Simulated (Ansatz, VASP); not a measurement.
## Ru in VASP and in Ansatz

```
Ru
1.0
     0.00000    2.77990    2.77990
     2.77990    0.00000    2.77990
     2.77990    2.77990    0.00000
Ru
2
Cartesian
  0.6950 0.6950 0.6950
  4.8648 4.8648 4.8648
```

Alike in both runs: task single point; functional RPBE; k mesh 11 × 11 × 11; occupations fermi-dirac, width 0.1 eV; no spin polarisation.

|  | VASP | Ansatz |
| --- | --- | --- |
| version | VASP 6.6.1 | Ansatz 0.2.0 |
| potentials or method | VASP PAW PBE potentials, release 64 (Ru_pv), cutoff 520 eV | plane waves (420 eV) with PAW, scalar-relativistic |
| valence electrons in the cell | 28 | 32 |

|  | VASP | Ansatz | Ansatz less VASP |
| --- | --- | --- | --- |
| pressure (GPa) | -5.2 | -5.4 | -0.16 |

VASP's potentials were made for PBE, not for RPBE. The functional is the same, so the differences come from potentials, cutoffs and numerics. VASP's potentials hold 28 valence electrons a cell and Ansatz's 32, so a difference there can come from the potentials and not from the codes.
